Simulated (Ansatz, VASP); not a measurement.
# Sn in VASP and in Ansatz

File INCAR:

```
SYSTEM = Sn
PREC = Accurate
ENCUT = 500
EDIFF = 1E-6
ISMEAR = 0
SIGMA = 0.025
LREAL = .False.
LASPH = .True.
NELM = 120
ALGO = Normal
ISIF = 2
LWAVE = .False.
LCHARG = .True.
GGA = PE
LELF = .True.
LVHAR = .True.
NBANDS = 13
GGA_COMPAT = .False.
```

File KPOINTS:

```
regular mesh
0
Gamma
  10 10 10
  0 0 0
```

POSCAR

```
Sn
1.0
   -1.8946518192      1.8946518192      1.8946518192
    1.8946518192     -1.8946518192      1.8946518192
    1.8946518192      1.8946518192     -1.8946518192
Sn
1
Direct
    0.0000000000      0.0000000000      0.0000000000
```

input.yaml

```yaml
crystal:
  lattice:
    - [-1.8946518192, 1.8946518192, 1.8946518192]
    - [1.8946518192, -1.8946518192, 1.8946518192]
    - [1.8946518192, 1.8946518192, -1.8946518192]
  atoms:
    - { symbol: Sn, position: [0.0, 0.0, 0.0] }
hamiltonian:
  xc: pbe
  pseudopotentials: { kind: paw }
kpoints:
  mp_grid: { grid: [10, 10, 10] }
scf:
  occupations: { method: gaussian, width: 0.025 }
output:
  forces: true
  stress: true
  eigenvalues: true
  write_density: true
  write_potential: true
  elf: true
  volumetric_format: npy
```

Alike in both runs: task single point; functional PBE; k mesh 10 × 10 × 10; occupations gaussian, width 0.025 eV; no spin polarisation.

```csv
,VASP,Ansatz
version,VASP 6.6.1,Ansatz 0.2.0
potentials or method,"VASP PAW PBE potentials, release 64 (Sn_d)",Ansatz PAW
plane-wave cutoff (eV),500,420
valence electrons in the cell,14,14
```

|  | VASP | Ansatz | Ansatz less VASP |
| --- | --- | --- | --- |
| gap on the k mesh at the Fermi level (eV) | none | none | - |
| pressure (GPa) | 0.6 | 0.6 | +0.05 |

A gap of «none» marks a metal or a gap that the smearing closes.
